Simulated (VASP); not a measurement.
A run of VASP 6.6.1 is set up as follows.

The input INCAR:

```
ALGO = Normal ; EDIFF = 1E-6
ENCUT = 520 ; GGA = PS
ISIF = 2 ; ISMEAR = 0
LASPH = T ; LCHARG = F
LREAL = F ; LWAVE = F
NBANDS = 11 ; NELM = 80
PREC = Accurate ; SIGMA = 0.01
```

KPOINTS

```
k-points
0
Gamma
  10 10 10
```

Contents of POSCAR:

```
C
1.0
    0.0000000000      1.7583661101      1.7583661101
    1.7583661101      0.0000000000      1.7583661101
    1.7583661101      1.7583661101      0.0000000000
C
2
Direct
    0.5000000000      0.5000000000      0.5000000000
    0.7500000000      0.7500000000      0.7500000000
```

Potentials or basis: VASP PAW PBE potentials, release 64 (C).

Run with:

```sh
$ cat potpaw_PBE.64/C/POTCAR > POTCAR
$ mpirun -np 1 vasp_std > vasp.out
```

(1) Predict the band gap on the k mesh.

(2) Estimate the pressure.

Results:

(1) 4.13 eV, indirect (least direct gap 5.66 eV).

(2) 16.3 GPa.

Caveat: the PAW data sets were made with another functional, which shifts forces and pressure a little.
